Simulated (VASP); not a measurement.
A run of VASP 6.6.1:

Contents of INCAR:

```
SYSTEM = BAs
  ALGO = Normal
  EDIFF = 1E-7
  ENCUT = 520
  GGA = PS
  ISIF = 2
  ISMEAR = -1
  LASPH = .True.
  LCHARG = .False.
  LREAL = .False.
  LWAVE = .False.
  NBANDS = 11
  NELM = 60
  PREC = Accurate
  SIGMA = 0.05
```

The input KPOINTS:

```
k-points
0
Gamma
  14 14 14
  0 0 0
```

Contents of POSCAR:

```
BAs
1.0
    0.0000000000      2.3351338051      2.3351338051
    2.3351338051      0.0000000000      2.3351338051
    2.3351338051      2.3351338051      0.0000000000
B As
1 1
Direct
    0.0000000000      0.0000000000      0.0000000000
    0.2500000000      0.2500000000      0.2500000000
```

Potentials or basis: VASP PAW PBE potentials, release 64 (B, As).

Launch:

```sh
$ cat potpaw_PBE.64/B/POTCAR potpaw_PBE.64/As/POTCAR > POTCAR
$ mpirun -np 1 vasp_std > vasp.out
```

Hardware: 1 thread of Intel(R) Xeon(R) Platinum 8488C (Sapphire Rapids), with other jobs on the host.

How long does it take, and how much memory?

Run time: 21 s on 1 thread of Intel(R) Xeon(R) Platinum 8488C (Sapphire Rapids) (shared host), peak memory 0.17 GiB. Counts: scf iterations 13, k points 104.
